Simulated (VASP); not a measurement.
# BeRuF6 (Fm-3m) in VASP: notebook, part 2 of 2

VASP 6.6.1. The steps go on from the part before.

### 3 Single point, PBE, collinear spin, ferromagnetic start

This run uses another cell than the first one, of 12.60 Å³/atom.

Input file INCAR:

```
SYSTEM = BeRuF6
PREC = Accurate
ENCUT = 520
EDIFF = 1E-6
ISMEAR = 0
SIGMA = 0.1
LREAL = .FALSE.
LASPH = .TRUE.
NELM = 150
ALGO = Fast
ISIF = 2
LWAVE = .FALSE.
LCHARG = .TRUE.
ISPIN = 2
MAGMOM = 0 1 0 0 0 0 0 0
LORBIT = 11
LMAXMIX = 4
GGA = PE
LELF = .TRUE.
LVHAR = .TRUE.
NBANDS = 43
```

Input file KPOINTS:

```
Automatic mesh
0
G
  4 4 4
  0 0 0
```

Input file POSCAR:

```
BeRuF6
1.0
    0.0000000000      3.6938693339      3.6938693339
    3.6938693339      0.0000000000      3.6938693339
    3.6938693339      3.6938693339      0.0000000000
Be Ru F
1 1 6
Direct
    0.5000000000      0.5000000000      0.5000000000
    0.0000000000      0.0000000000      0.0000000000
    0.7383110839      0.2616889161      0.2616889161
    0.2616889161      0.7383110839      0.7383110839
    0.2616889161      0.7383110839      0.2616889161
    0.7383110839      0.2616889161      0.7383110839
    0.2616889161      0.2616889161      0.7383110839
    0.7383110839      0.7383110839      0.2616889161
```

Potentials or basis: VASP PAW PBE potentials, release 64 (Be, Ru_pv, F).

On the command line:

```console
$ cat potpaw_PBE.64/Be/POTCAR potpaw_PBE.64/Ru_pv/POTCAR potpaw_PBE.64/F/POTCAR > POTCAR
$ mpirun -np 1 vasp_std > vasp.out
```

OUTCAR:

```text
SYSTEM = BeRuF6
   PREC = Accurate
   ENCUT = 520
   EDIFF = 1E-6
   ISMEAR = 0
   LREAL = .FALSE.
   LASPH = .TRUE.
   NELM = 150
   ISIF = 2
   ISPIN = 2
   LORBIT = 11
   GGA = PE

 ion  position               nearest neighbor table
   1  0.500  0.500  0.500-   3 1.76   4 1.76   5 1.76   6 1.76   7 1.76   8 1.76
   2  0.000  0.000  0.000-   3 1.93   4 1.93   5 1.93   6 1.93   7 1.93   8 1.93
   3  0.738  0.262  0.262-   1 1.76   2 1.93
   4  0.262  0.738  0.738-   1 1.76   2 1.93
   5  0.262  0.738  0.262-   1 1.76   2 1.93
   6  0.738  0.262  0.738-   1 1.76   2 1.93
   7  0.262  0.262  0.738-   1 1.76   2 1.93
   8  0.738  0.738  0.262-   1 1.76   2 1.93

  LATTYP: Found a face centered cubic cell.
 ALAT       =     7.3877386678

  Lattice vectors:

 A1 = (   0.0000000000,   3.6938693339,   3.6938693339)
 A2 = (   3.6938693339,   0.0000000000,   3.6938693339)
 A3 = (   3.6938693339,   3.6938693339,   0.0000000000)

Analysis of symmetry for initial positions (statically):
=====================================================================
 Subroutine PRICEL returns:
 Original cell was already a primitive cell.

 Routine SETGRP: Setting up the symmetry group for a
 face centered cubic supercell.

 Subroutine GETGRP returns: Found 48 space group operations
 (whereof 48 operations were pure point group operations)
 out of a pool of 48 trial point group operations.

The static configuration has the point symmetry O_h .

Analysis of symmetry for dynamics (positions and initial velocities):
=====================================================================
 Subroutine PRICEL returns:
 Original cell was already a primitive cell.

 Routine SETGRP: Setting up the symmetry group for a
 face centered cubic supercell.

 Subroutine GETGRP returns: Found 48 space group operations
 (whereof 48 operations were pure point group operations)
 out of a pool of 48 trial point group operations.
[... 518 lines left out ...]
     40      14.2854      0.00000
     41      14.8483      0.00000
 Fermi energy:         0.8693975944

 spin component 2

 k-point     1 :       0.0000    0.0000    0.0000
  band No.  band energies     occupation
      1     -43.0118      1.00000
      2     -43.0118      1.00000
      3     -43.0118      1.00000
      4     -23.2027      1.00000
      5     -22.2384      1.00000
      6     -22.2384      1.00000
[... 341 lines left out ...]
     40      14.3353      0.00000
     41      14.9419      0.00000
 [bands above 41 left out]

------------------------ aborting loop because EDIFF is reached ----------------------------------------

  FORCE on cell =-STRESS in cart. coord.  units (eV):
  Direction    XX          YY          ZZ          XY          YZ          ZX
  --------------------------------------------------------------------------------------
  -------------------------------------------------------------------------------------
  Total        0.1039088      0.1039088      0.1039088     -0.0000000     -0.0000000     -0.0000000
  in kB        1.6515376      1.6515376      1.6515376     -0.0000000     -0.0000000     -0.0000000
  external PRESSURE =       1.6515376 kB  Pullay stress =       0.0000000 kB

 VOLUME and BASIS-vectors are now :
 -----------------------------------------------------------------------------
  energy-cutoff  :      520.00
  volume of cell :      100.80
      direct lattice vectors                 reciprocal lattice vectors
     0.000000000  3.693869334  3.693869334    -0.135359417  0.135359417  0.135359417
     3.693869334  0.000000000  3.693869334     0.135359417 -0.135359417  0.135359417
     3.693869334  3.693869334  0.000000000     0.135359417  0.135359417 -0.135359417

 POSITION                                       TOTAL-FORCE (eV/Angst)
 -----------------------------------------------------------------------------------
      3.69387      3.69387      3.69387        -0.000000     -0.000000      0.000000
      0.00000      0.00000      0.00000         0.000000     -0.000000      0.000000
      1.93329      3.69387      3.69387         0.063285     -0.000000      0.000000
      5.45445      3.69387      3.69387        -0.063285     -0.000000      0.000000
      3.69387      1.93329      3.69387         0.000000      0.063285      0.000000
      3.69387      5.45445      3.69387         0.000000     -0.063285      0.000000
      3.69387      3.69387      1.93329         0.000000     -0.000000      0.063285
      3.69387      3.69387      5.45445         0.000000     -0.000000     -0.063285
 -----------------------------------------------------------------------------------
    total drift:                               -0.000000     -0.000000     -0.000000

  FREE ENERGIE OF THE ION-ELECTRON SYSTEM (eV)
  ---------------------------------------------------
  free  energy   TOTEN  =       -40.8170193639 eV

  energy  without entropy=      -40.7850922245  energy(sigma->0) =      -40.80105579

 total charge

# of ion       s       p       d       tot
------------------------------------------
    1        0.275   0.484   0.000   0.759
    2        0.296   6.314   5.572  12.182
    3        1.736   4.366   0.000   6.102
    4        1.736   4.366   0.000   6.102
    5        1.736   4.366   0.000   6.102
    6        1.736   4.366   0.000   6.102
    7        1.736   4.366   0.000   6.102
    8        1.736   4.366   0.000   6.102
--------------------------------------------------
tot         10.987  32.994   5.572  49.553

 magnetization (x)

# of ion       s       p       d       tot
------------------------------------------
    1       -0.002  -0.004   0.000  -0.006
    2        0.004   0.008   1.457   1.469
    3        0.001   0.075   0.000   0.076
    4        0.001   0.075   0.000   0.076
    5        0.001   0.075   0.000   0.076
    6        0.001   0.075   0.000   0.076
    7        0.001   0.075   0.000   0.076
    8        0.001   0.075   0.000   0.076
--------------------------------------------------
tot          0.006   0.456   1.457   1.919
```

OSZICAR:

```text
N       E                     dE             d eps       ncg     rms          rms(c)
DAV:   1     0.478961943707E+03    0.47896E+03   -0.33381E+04  1400   0.131E+03
DAV:   2    -0.219292914319E+02   -0.50089E+03   -0.48573E+03  1531   0.369E+02
DAV:   3    -0.475344731469E+02   -0.25605E+02   -0.25426E+02  1712   0.865E+01
DAV:   4    -0.477789096981E+02   -0.24444E+00   -0.24421E+00  1560   0.926E+00
DAV:   5    -0.477822619363E+02   -0.33522E-02   -0.33488E-02  1722   0.994E-01    0.366E+01
RMM:   6    -0.410033037123E+02    0.67790E+01   -0.22526E+01  1568   0.226E+01    0.223E+01
RMM:   7    -0.408126305626E+02    0.19067E+00   -0.13367E+00  1602   0.605E+00    0.135E+01
RMM:   8    -0.408132428215E+02   -0.61226E-03   -0.91515E-02  1652   0.171E+00    0.696E+00
RMM:   9    -0.408162646048E+02   -0.30218E-02   -0.41359E-02  1655   0.116E+00    0.770E-01
RMM:  10    -0.408169424765E+02   -0.67787E-03   -0.81809E-03  1657   0.421E-01    0.218E-01
RMM:  11    -0.408168749109E+02    0.67566E-04   -0.27915E-03  1677   0.226E-01    0.128E-01
RMM:  12    -0.408170326157E+02   -0.15770E-03   -0.10211E-03  1757   0.125E-01    0.782E-02
RMM:  13    -0.408170135379E+02    0.19078E-04   -0.24538E-04  1775   0.596E-02    0.307E-02
RMM:  14    -0.408170182530E+02   -0.47150E-05   -0.91813E-05  1852   0.358E-02    0.134E-02
RMM:  15    -0.408170190670E+02   -0.81399E-06   -0.24320E-05  1753   0.175E-02    0.640E-03
RMM:  16    -0.408170193639E+02   -0.29696E-06   -0.76928E-06  1519   0.894E-03
   1 F= -.40817019E+02 E0= -.40801056E+02  d E =-.319271E-01  mag=     2.0000
```

Run time: 2.7 min. Hardware: 1 thread of Oxide Virtual Turin-like, shared host; peak memory 0.27 GiB.

What came out:

| Item | Value |
| --- | --- |
| Free energy | -40.8170 eV |
| Pressure | 0.2 GPa |
| Largest force | 0.063 eV/Å |
| Band gap on the k mesh | zero (filled and empty bands overlap) |
| Net moment | 2.00 μB per cell |
| Site moments | Be -0.01; Ru +1.47; F +0.08 μB |
| Valence electrons inside the program's atomic spheres | Be 0.76; Ru 12.18; F 6.10 |

Forces on the atoms (eV/Å):
```
Be   0.000  0.000  0.000
Ru   0.000  0.000  0.000
F    0.063  0.000  0.000
F   -0.063  0.000  0.000
F    0.000  0.063  0.000
F    0.000 -0.063  0.000
F    0.000  0.000  0.063
F    0.000  0.000 -0.063
```

Caveat: the k points lie up to 0.37 Å⁻¹ apart.

### 4 Relaxation of cell and atoms, PBE, collinear spin, ferromagnetic start

Input file INCAR:

```
  PREC = Accurate
  ENCUT = 600
  EDIFF = 1E-6
  ISMEAR = 0
  SIGMA = 0.1
  LREAL = F
  LASPH = T
  NELM = 150
  ALGO = Fast
  ISIF = 3
  LWAVE = F
  LCHARG = F
  ISPIN = 2
  MAGMOM = 0 1 0 0 0 0 0 0
  LORBIT = 11
  LMAXMIX = 4
  GGA = PE
  IBRION = 2
  NSW = 90
  EDIFFG = -0.04
```

Input file KPOINTS:

```
Automatic mesh
0
Gamma
  4 4 4
```

Input file POSCAR:

```
BeRuF6
1.0
    0.0000000000      3.5190000000      3.5190000000
    3.5190000000      0.0000000000      3.5190000000
    3.5190000000      3.5190000000      0.0000000000
Be Ru F
1 1 6
Direct
    0.5000000000      0.5000000000      0.5000000000
    0.0000000000      0.0000000000      0.0000000000
    0.7500000000      0.2500000000      0.2500000000
    0.2500000000      0.7500000000      0.7500000000
    0.2500000000      0.7500000000      0.2500000000
    0.7500000000      0.2500000000      0.7500000000
    0.2500000000      0.2500000000      0.7500000000
    0.7500000000      0.7500000000      0.2500000000
```

On the command line:

```console
$ cat potpaw_PBE.64/Be/POTCAR potpaw_PBE.64/Ru_pv/POTCAR potpaw_PBE.64/F/POTCAR > POTCAR
$ mpirun -np 1 vasp_std > vasp.out
```

It took 28 min on 1 thread of Oxide Virtual Turin-like, shared host; peak memory 0.28 GiB.

It converged, with:

```
Free energy                                           : -40.7909 eV
Relaxed volume                                        : 12.62 Å³/atom
Relaxed cell                                          : a = 5.226 Å, b = 5.226 Å, c = 5.226 Å, α = 60.00°, β = 60.00°, γ = 60.00°
Space group after relaxing (to 0.1 Å)                 : Fm-3m (No. 225)
Energy gained by relaxing                             : 357.8 meV/atom
Ionic steps                                           : 12
Pressure after relaxing                               : 0.0 GPa
Band gap on the k mesh                                : zero (filled and empty bands overlap)
Net moment                                            : -2.00 μB per cell
Site moments                                          : Be +0.01; Ru -1.47; F -0.08 μB
Valence electrons inside the program's atomic spheres : Be 0.76; Ru 12.17; F 6.10
```

Step by step:
```
step  energy change (eV)  largest force (eV/Å)  pressure (GPa)  volume (Å³)
   1              0.0000                6.4136           41.40        87.15
   2              2.5208                3.7789           -8.46       127.70
   3             -0.2866                3.1147           -7.62       113.74
   4             -1.9329                2.6640           -7.65       105.97
   5             -2.7843                0.1623            5.15        96.25
   6             -2.7920                0.5757            2.87        97.39
   7             -2.7937                0.4657            3.46        97.08
   8             -2.8608                0.1122            0.14       100.51
   9             -2.8619                0.0672           -0.26       101.03
  10             -2.8619                0.0600           -0.32       101.11
  11             -2.8622                0.0506            0.18       100.82
  12             -2.8624                0.0045           -0.03       100.94
```

Final structure:
```
Be Ru F
1.0
     0.00000    3.69549    3.69549
     3.69549    0.00000    3.69549
     3.69549    3.69549    0.00000
Be Ru F
1 1 6
Cartesian
  3.6955 3.6955 3.6955
  0.0000 0.0000 0.0000
  1.9356 3.6955 3.6955
  5.4554 3.6955 3.6955
  3.6955 1.9356 3.6955
  3.6955 5.4554 3.6955
  3.6955 3.6955 1.9356
  3.6955 3.6955 5.4554
```

Levels at points of the mesh, in eV from the Fermi level:
Spin up:
```tsv
k point	band 25	band 26	band 27	band 28	band 29	band 30	band 31	band 32
(0.00, 0.00, 0.00)	-2.72	-2.72	-2.72	-0.20	-0.20	-0.20	2.89	2.89
(0.50, 0.00, 0.00)	-3.21	-3.21	-3.08	-0.05	0.08	0.08	2.34	2.34
(0.50, 0.50, 0.00)	-3.52	-3.52	-2.73	-0.19	0.35	0.35	1.79	2.90
```
Spin down:
| k point | band 27 | band 28 | band 29 | band 30 | band 31 | band 32 | band 33 | band 34 |
| --- | --- | --- | --- | --- | --- | --- | --- | --- |
| (0.00, 0.00, 0.00) | -2.93 | -1.38 | -1.38 | -1.38 | 2.35 | 2.35 | 5.36 | 7.66 |
| (0.50, 0.00, 0.00) | -3.28 | -1.17 | -1.02 | -1.02 | 1.79 | 1.79 | 7.61 | 7.68 |
| (0.50, 0.50, 0.00) | -2.93 | -1.38 | -0.70 | -0.70 | 1.21 | 2.36 | 7.66 | 8.54 |

Caveat: the k points lie up to 0.37 Å⁻¹ apart in the final cell; the volume moved by over 15 % at a fixed basis, so the end points are rough.

### 5 The runs side by side

| task | cell | cutoff (eV) | gap on the mesh (eV) | pressure (GPa) | moment (μB) |
| --- | --- | --- | --- | --- | --- |
| single point | a = 4.977 Å, angles 60.0°, 8 atoms, atomic positions A | 520 | none | 41.6 | 2.00 |
| single point | a = 5.224 Å, angles 60.0°, 8 atoms, atomic positions B | 520 | none | 0.2 | 2.00 |
| relaxation of cell and atoms | relaxed from a = 4.977 Å, angles 60.0°, 8 atoms, atomic positions A | 600 | none | 0.0 | 2.00 |

Alike in all rows: level PBE; potentials or basis VASP PAW PBE potentials, release 64 (Be, Ru_pv, F); spin collinear, ferromagnetic start; k mesh 4 × 4 × 4; smearing gaussian 0.1 eV.

Caveats: all runs use coarse meshes; the volume moved by over 15 % at a fixed basis, so the end points are rough (at least some runs).

Total energies depend on the potentials used, so only differences within one code and one set of settings carry meaning.
